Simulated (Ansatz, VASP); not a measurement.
## Two plane-wave programs on Nb

INCAR

```
SYSTEM = Nb
ALGO = Fast
EDIFF = 1E-6
ENCUT = 520
GGA = PE
ISIF = 2
ISMEAR = -1
LASPH = .True.
LCHARG = .False.
LREAL = .False.
LWAVE = .False.
NBANDS = 20
NELM = 100
PREC = Accurate
SIGMA = 0.05
```

KPOINTS

```
k-points
0
Gamma
  8 8 8
  0 0 0
```

The input POSCAR:

```
Nb
1.0
    0.0000000000     -3.3279000000      0.0000000000
   -3.3279000000      0.0000000000      0.0000000000
    0.0000000000      0.0000000000     -3.3279000000
Nb
2
Direct
    0.4451964400      0.4883135200      0.4704438000
    0.0548035600      0.0116864800      0.0295562000
```

The input input.yaml:

```yaml
crystal:
  lattice:
    - [0.0, -3.3279, 0.0]
    - [-3.3279, 0.0, 0.0]
    - [0.0, 0.0, -3.3279]
  atoms:
    - { symbol: Nb, position: [0.44519644, 0.48831352, 0.4704438] }
    - { symbol: Nb, position: [0.05480356, 0.01168648, 0.0295562] }
hamiltonian:
  xc: pbe
  pseudopotentials: { kind: paw }
kpoints:
  mp_grid: { grid: [8, 8, 8] }
scf:
  occupations: { method: fermi_dirac, width: 0.05 }
output:
  forces: true
  stress: true
  eigenvalues: true
```

Change from the starting cell: all atoms moved at random, sigma 0.15 Å a component.

Alike in both runs: task single point; functional PBE; k mesh 8 × 8 × 8; occupations fermi-dirac, width 0.05 eV; no spin polarisation.

|  | VASP | Ansatz |
| --- | --- | --- |
| version | VASP 6.6.1 | Ansatz 0.2.0 |
| potentials or method | VASP PAW PBE potentials, release 64 (Nb_sv) | Ansatz PAW |
| plane-wave cutoff (eV) | 520 | 420 |
| valence electrons in the cell | 26 | 26 |

Ansatz gave:

- gap on the k mesh at the Fermi level (eV): none
- pressure (GPa): 4.7
- traceless stress, the component that is largest in VASP (GPa): -5.13
- rms of the force components (eV/Å): 1.704

Problem. Which values does VASP return?

Solution. gap on the k mesh at the Fermi level (eV): none; pressure (GPa): 4.4; traceless stress, the component that is largest in VASP (GPa): -5.15; rms of the force components (eV/Å): 1.713.

Atom by atom the forces differ by 0.010 eV/Å (rms over components). A gap of «none» marks a metal or a gap that the smearing closes. With one functional, cell and mesh, what is left measures potentials, basis and numerics.
